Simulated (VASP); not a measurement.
# SnO (P4/nmm) in VASP: notebook

SnO is run at these levels: PBEsol+D3(BJ); tasks: single point.

All numbers are computed with VASP 6.6.1; they aren't measurements. Logs are shortened: lines on timing, memory, paths and dates and some standing lists are left out, and cuts for length are marked.

## (1) The cell of the first run

It takes space group P4/nmm (No. 129, tetragonal). The conventional cell has a = 3.770 Å, b = 3.770 Å, c = 4.563 Å, α = 90.00°, β = 90.00°, γ = 90.00°. Sn (site symmetry 4mm) has 4 O at 2.21 Å within 2.9 Å. O (site symmetry -4m2) has 4 Sn at 2.21 Å and 4 O at 2.67 Å within 2.9 Å.

## (2) Single point, PBEsol+D3(BJ)

File INCAR:

```
SYSTEM = SnO
PREC     = Accurate       ! precision mode
ENCUT    = 600            ! plane-wave cutoff, eV
EDIFF    = 1E-6           ! SCF threshold, eV
ISMEAR   = 0              ! smearing method
SIGMA    = 0.1            ! smearing width, eV
LREAL    = .FALSE.        ! projectors in reciprocal space
LASPH    = .TRUE.         ! aspherical terms in the spheres
NELM     = 120            ! most SCF steps
ALGO     = Normal         ! electronic algorithm
ISIF     = 2              ! what is computed and relaxed
LWAVE    = .FALSE.        ! write WAVECAR
LCHARG   = .FALSE.        ! write CHGCAR
GGA      = PS             ! functional
IVDW     = 12             ! dispersion correction
NBANDS   = 28             ! bands
GGA_COMPAT= .FALSE.
```

File KPOINTS:

```
regular mesh
0
G
  12 12 10
  0 0 0
```

File POSCAR:

```
SnO
1.0
    3.7703910616      0.0000000000      0.0000000000
    0.0000000000      3.7703910616      0.0000000000
    0.0000000000      0.0000000000      4.5633702865
Sn O
2 2
Direct
    0.0000000000      0.5000000000      0.2532585894
    0.5000000000      0.0000000000      0.7467414106
    0.0000000000      0.0000000000      0.0000000000
    0.5000000000      0.5000000000      0.0000000000
```

Potentials or basis: VASP PAW PBE potentials, release 64 (Sn_d, O).

On the command line:

```
cat potpaw_PBE.64/Sn_d/POTCAR potpaw_PBE.64/O/POTCAR > POTCAR
mpirun -np 1 vasp_std > vasp.out
```

OUTCAR:

```text
SYSTEM = SnO
   PREC = Accurate
   ENCUT = 600
   EDIFF = 1E-6
   ISMEAR = 0
   LREAL = .FALSE.
   LASPH = .TRUE.
   NELM = 120
   ISIF = 2
   GGA = PS
   IVDW = 12
 IVDW          = 12

 ion  position               nearest neighbor table
   1  0.000  0.500  0.253-   3 2.21   4 2.21   3 2.21   4 2.21   2 3.49   2 3.49   2 3.49   2 3.49
                             2 3.53   2 3.53   2 3.53   2 3.53
   2  0.500  0.000  0.747-   3 2.21   4 2.21   4 2.21   3 2.21   1 3.49   1 3.49   1 3.49   1 3.49
                             1 3.53   1 3.53   1 3.53   1 3.53
   3  0.000  0.000  0.000-   1 2.21   2 2.21   1 2.21   2 2.21
   4  0.500  0.500  0.000-   1 2.21   2 2.21   2 2.21   1 2.21

  LATTYP: Found a simple tetragonal cell.
 ALAT       =     3.7703910616
 C/A-ratio  =     1.2103175007

  Lattice vectors:

 A1 = (   3.7703910616,   0.0000000000,   0.0000000000)
 A2 = (   0.0000000000,   3.7703910616,   0.0000000000)
 A3 = (   0.0000000000,   0.0000000000,   4.5633702865)

Analysis of symmetry for initial positions (statically):
=====================================================================
 Subroutine PRICEL returns:
 Original cell was already a primitive cell.

 Routine SETGRP: Setting up the symmetry group for a
 simple tetragonal supercell.

 Subroutine GETGRP returns: Found 16 space group operations
 (whereof  8 operations were pure point group operations)
 out of a pool of 16 trial point group operations.

The static configuration has the point symmetry D_2d.
 The point group associated with its full space group is D_4h.

Analysis of symmetry for dynamics (positions and initial velocities):
=====================================================================
 Subroutine PRICEL returns:
 Original cell was already a primitive cell.

 Routine SETGRP: Setting up the symmetry group for a
 simple tetragonal supercell.

 Subroutine GETGRP returns: Found 16 space group operations
 (whereof  8 operations were pure point group operations)
 out of a pool of 16 trial point group operations.

The dynamic configuration has the point symmetry D_2d.
 The point group associated with its full space group is D_4h.

 Subroutine INISYM returns: Found 16 space group operations
 (whereof  8 operations are pure point group operations),
 and found     1 'primitive' translations

----------------------------------------------------------------------------------------

                                     Primitive cell

  volume of cell :      64.8722

  direct lattice vectors                    reciprocal lattice vectors
     3.770391062  0.000000000  0.000000000     0.265224478  0.000000000  0.000000000
[... 94 lines left out ...]
   IBRION =     -1    ionic relax: 0-MD 1-quasi-New 2-CG
   NFREE  =      0    steps in history (QN), initial steepest desc. (CG)
   ISIF   =      2    stress and relaxation
   ISYM   =      2    0-nonsym 1-usesym 2-fastsym
   POTIM  = 0.5000    time-step for ionic-motion
   TEBEG  =    0.0;   TEEND  =   0.0 temperature during run
   PSTRESS=    0.0 pullay stress
   NELECT =      40.0000    total number of electrons
   NUPDOWN=      -1.0000    fix difference up-down
   EMIN   =  10.00;   EMAX   =-10.00  energy-range for DOS
   EFERMI =   0.00;   METHOD = LEGACY
   ISMEAR =     0;   SIGMA  =   0.10  broadening in eV -4-tet -1-fermi 0-gaus
   EFERMI_NEDOS =   21; number of points for ismear=-14 and -15
   IALGO  =     38    algorithm
   IMIX   =      4    mixing-type and parameters
     AMIX     =   0.40;   BMIX     =  1.00
     AMIX_MAG =   1.60;   BMIX_MAG =  1.00
  volume/ion in A,a.u.               =      16.22       109.44
  Fermi-wavevector in a.u.,A,eV,Ry     =   1.393398  2.633141 26.416518  1.941559
  Thomas-Fermi vector in A             =   2.517048
   LORBIT       =      0    0 simple, 1 ext, 2 COOP (PROOUT), +10 PAW based schemes
   GGA     = PS    functional components
   LHFCALC =     F    Hartree Fock is set to
   AEXX    =    0.0000 exact exchange contribution
   IVDW    =    12    specifies the selected vdW correction
   LEPSILON=     F    determine dielectric tensor
   LRPA    =     F    only Hartree local field effects (RPA)
 non-spin polarized calculation
 Gauss-broadening in eV      SIGMA  =   0.10
  energy-cutoff  :      600.00
  volume of cell :       64.87
 maximum number of plane-waves:      2198
   NGX = 15   NGY = 15   NGZ = 19

 number of electron      40.0000021 magnetization

 Free energy of the ion-electron system (eV)
  ---------------------------------------------------
  ext. energy  EPLUGINS =         0.00000000
  ---------------------------------------------------
  free energy    TOTEN  =       -24.19023183 eV

  energy without entropy =      -24.18796761  energy(sigma->0) =      -24.18909972

 E-fermi :   7.9646     XC(G=0): -10.9334

 val. band max:        7.9604383512   @ k =   0.0833   0.0000   0.1000
 cond. band min:       7.9867117309   @ k =   0.0000   0.0000   0.0000
 fundamental gap:      0.0262733797
 Fermi energy:         7.9645671141

 k-point     1 :       0.0000    0.0000    0.0000
  band No.  band energies     occupation
      1     -14.0963      2.00000
      2     -13.6278      2.00000
      3     -13.6278      2.00000
      4     -13.6013      2.00000
      5     -13.5702      2.00000
      6     -13.5656      2.00000
[... 733 lines left out ...]
     27      15.7921      0.00000
     28      16.3622      0.00000

 [... further k-points ...]

------------------------ aborting loop because EDIFF is reached ----------------------------------------

 Edisp (eV)   -0.93355

 E8    (eV) :    -0.6178

  FORCE on cell =-STRESS in cart. coord.  units (eV):
  Direction    XX          YY          ZZ          XY          YZ          ZX
  --------------------------------------------------------------------------------------
  -------------------------------------------------------------------------------------
  Total       0.08389     0.08389     0.08150     0.00000     0.00000     0.00000
  in kB       2.07177     2.07177     2.01277     0.00000     0.00000     0.00000
  external pressure =        2.05 kB  Pullay stress =        0.00 kB

 VOLUME and BASIS-vectors are now :
 -----------------------------------------------------------------------------
  energy-cutoff  :      600.00
  volume of cell :       64.87
      direct lattice vectors                 reciprocal lattice vectors
     3.770391062  0.000000000  0.000000000     0.265224478  0.000000000  0.000000000
     0.000000000  3.770391062  0.000000000     0.000000000  0.265224478  0.000000000
     0.000000000  0.000000000  4.563370286     0.000000000  0.000000000  0.219136282

 POSITION                                       TOTAL-FORCE (eV/Angst)
 -----------------------------------------------------------------------------------
      0.00000      1.88520      1.15571         0.000000      0.000000      0.084390
      1.88520      0.00000      3.40766        -0.000000      0.000000     -0.084390
      0.00000      0.00000      0.00000        -0.000000     -0.000000      0.000000
      1.88520      1.88520      0.00000        -0.000000      0.000000      0.000000
 -----------------------------------------------------------------------------------
    total drift:                                0.000000      0.000000      0.000000

  FREE ENERGIE OF THE ION-ELECTRON SYSTEM (eV)
  ---------------------------------------------------
  free  energy   TOTEN  =       -25.1237853713 eV

  energy  without entropy=      -25.1215211474  energy(sigma->0) =      -25.12265326
```

stdout:

```text
POSCAR found type information on POSCAR SnO
 POSCAR found :  2 types and       4 ions
 scaLAPACK will be used
 -----------------------------------------------------------------------------
|                                                                             |
|                                                                             |
|     You enforced a specific xc type in the INCAR file but a different       |
|     I HOPE YOU KNOW WHAT YOU ARE DOING!                                     |
|                                                                             |
 -----------------------------------------------------------------------------

 LDA part: xc-table for (Slater+PW92), standard interpolation
 POSCAR, INCAR and KPOINTS ok, starting setup
 FFT: planning ... GRIDC
 FFT: planning ... GRID_SOFT
 FFT: planning ... GRID
 WAVECAR not read
 entering main loop
```

Run time: 2.6 min. Hardware: 1 thread of AMD EPYC 9R45 (Zen 5), shared host; peak memory 0.38 GiB.

Results:

* Free energy: -25.1238 eV
* Pressure: 0.2 GPa
* Largest force: 0.084 eV/Å
* Band gap on the k mesh: zero (bands 20 and 21 overlap by 0.48 eV)
* Dispersion energy per atom: -0.233 eV

Forces in eV/Å, atoms in the order of the input:
```
Sn   0.000  0.000  0.084
Sn   0.000  0.000 -0.084
O    0.000  0.000  0.000
O    0.000  0.000  0.000
```

Levels at points of the mesh, in eV from the Fermi level:
```csv
k point,band 17,band 18,band 19,band 20,band 21,band 22,band 23,band 24
"(0.00, 0.00, 0.00)",-3.63,-3.28,-3.28,0.02,2.40,4.33,4.33,5.07
"(0.50, 0.00, 0.00)",-5.05,-5.05,-3.01,-3.01,3.51,3.51,5.79,5.79
"(0.50, 0.50, 0.00)",-2.60,-2.60,-1.96,-1.96,-0.44,-0.44,4.46,4.46
"(0.00, 0.00, 0.50)",-3.30,-3.30,-2.62,-2.29,1.65,2.45,2.45,3.42
"(0.50, 0.00, 0.50)",-4.98,-4.98,-1.82,-1.82,2.88,2.88,5.12,5.12
"(0.50, 0.50, 0.50)",-3.08,-3.08,-2.61,-2.61,2.14,2.14,4.57,4.57
```

Caveat: semilocal functionals underestimate gaps, so a narrow gap can read as zero; the PAW data sets were made with another functional, which shifts forces and pressure a little; spin-orbit coupling is left out, which moves the levels of the heavy elements.

## (3) Single point, PBEsol+D3(BJ)

File INCAR:

```
SYSTEM = SnO
PREC = Accurate
ENCUT = 600
EDIFF = 1E-6
ISMEAR = 0
SIGMA = 0.15
LREAL = .FALSE.
LASPH = .TRUE.
NELM = 120
ALGO = Normal
ISIF = 2
LWAVE = .FALSE.
LCHARG = .FALSE.
GGA = PS
IVDW = 12
NBANDS = 28
GGA_COMPAT = .FALSE.
```

File KPOINTS:

```
Automatic mesh
0
G
  12 12 10
  0 0 0
```

POSCAR is that of step 2.

Potentials or basis: VASP PAW PBE potentials, release 64 (Sn_d, O).

On the command line:

```
cat potpaw_PBE.64/Sn_d/POTCAR potpaw_PBE.64/O/POTCAR > POTCAR
mpirun -np 1 vasp_std > vasp.out
```

Wall time 2.6 min (1 thread of AMD EPYC 9R45 (Zen 5), shared host); peak memory 0.38 GiB.

It converged, with:

```
Free energy                : -25.1251 eV
Pressure                   : 0.2 GPa
Largest force              : 0.090 eV/Å
Band gap on the k mesh     : zero (bands 20 and 21 overlap by 0.47 eV)
Dispersion energy per atom : -0.233 eV
```

Forces in eV/Å, atoms in the order of the input:
```
Sn   0.000  0.000  0.090
Sn   0.000  0.000 -0.090
O    0.000  0.000  0.000
O    0.000  0.000  0.000
```

Levels at points of the mesh, in eV from the Fermi level:
| k point | band 18 | band 19 | band 20 | band 21 | band 22 | band 23 |
| --- | --- | --- | --- | --- | --- | --- |
| (0.00, 0.00, 0.00) | -3.29 | -3.29 | 0.02 | 2.39 | 4.32 | 4.32 |
| (0.50, 0.00, 0.00) | -5.06 | -3.01 | -3.01 | 3.50 | 3.50 | 5.78 |
| (0.50, 0.50, 0.00) | -2.61 | -1.97 | -1.97 | -0.44 | -0.44 | 4.46 |
| (0.00, 0.00, 0.50) | -3.31 | -2.62 | -2.30 | 1.65 | 2.44 | 2.44 |
| (0.50, 0.00, 0.50) | -4.99 | -1.83 | -1.83 | 2.88 | 2.88 | 5.12 |
| (0.50, 0.50, 0.50) | -3.08 | -2.61 | -2.61 | 2.13 | 2.13 | 4.56 |

Caveat: semilocal functionals underestimate gaps, so a narrow gap can read as zero; the PAW data sets were made with another functional, which shifts forces and pressure a little; spin-orbit coupling is left out, which moves the levels of the heavy elements.

## (4) Single point, PBEsol+D3(BJ)

File INCAR:

```
SYSTEM = SnO
ALGO = Normal ; EDIFF = 1E-6
ENCUT = 600 ; GGA = PS
GGA_COMPAT = .False. ; ISIF = 2
ISMEAR = 0 ; IVDW = 12
LASPH = .True. ; LCHARG = .False.
LREAL = .False. ; LWAVE = .False.
NBANDS = 28 ; NELM = 120
PREC = Accurate ; SIGMA = 0.15
```

File KPOINTS:

```
k-points
0
Gamma
  14 14 12
  0 0 0
```

POSCAR is that of step 3.

On the command line:

```
cat potpaw_PBE.64/Sn_d/POTCAR potpaw_PBE.64/O/POTCAR > POTCAR
mpirun -np 1 vasp_std > vasp.out
```

Run time: 3.8 min. Hardware: 1 thread of AMD EPYC 9R45 (Zen 5), shared host; peak memory 0.51 GiB.

It converged, with:

```yaml
Free_energy: -25.1257 eV
Pressure: 0.2 GPa
Largest_force: 0.095 eV/Å
Band_gap_on_the_k_mesh: zero (bands 20 and 21 overlap by 0.48 eV)
Dispersion_energy_per_atom: -0.233 eV
```

Forces in eV/Å, atoms in the order of the input:
```
Sn   0.000  0.000  0.095
Sn   0.000  0.000 -0.095
O    0.000  0.000  0.000
O    0.000  0.000  0.000
```

Levels at points of the mesh, in eV from the Fermi level:
| k point | band 18 | band 19 | band 20 | band 21 | band 22 | band 23 |
| --- | --- | --- | --- | --- | --- | --- |
| (0.00, 0.00, 0.00) | -3.29 | -3.29 | 0.02 | 2.39 | 4.33 | 4.33 |
| (0.50, 0.00, 0.00) | -5.05 | -3.01 | -3.01 | 3.50 | 3.50 | 5.78 |
| (0.50, 0.50, 0.00) | -2.61 | -1.96 | -1.96 | -0.44 | -0.44 | 4.46 |
| (0.00, 0.00, 0.50) | -3.31 | -2.62 | -2.30 | 1.65 | 2.44 | 2.44 |
| (0.50, 0.00, 0.50) | -4.99 | -1.83 | -1.83 | 2.88 | 2.88 | 5.12 |
| (0.50, 0.50, 0.50) | -3.08 | -2.61 | -2.61 | 2.13 | 2.13 | 4.56 |

Caveat: semilocal functionals underestimate gaps, so a narrow gap can read as zero; the PAW data sets were made with another functional, which shifts forces and pressure a little; spin-orbit coupling is left out, which moves the levels of the heavy elements.

## (5) The runs side by side

```csv
k mesh,smearing,gap on the mesh (eV),pressure (GPa),largest force (eV/Å)
12 × 12 × 10,gaussian 0.1 eV,none,0.2,0.08
12 × 12 × 10,gaussian 0.15 eV,none,0.2,0.09
14 × 14 × 12,gaussian 0.15 eV,none,0.2,0.10
```

Alike in all rows: task single point; level PBEsol+D3(BJ); potentials or basis VASP PAW PBE potentials, release 64 (Sn_d, O); no spin polarisation; cell a = 3.770, b = 3.770, c = 4.563 Å, 4 atoms; cutoff (eV) 600.

Caveats: semilocal functionals underestimate gaps, so a narrow gap can read as zero; the PAW data sets were made with another functional, which shifts forces and pressure a little; spin-orbit coupling is left out, which moves the levels of the heavy elements.

Total energies depend on the potentials used, so only differences within one code and one set of settings carry meaning.
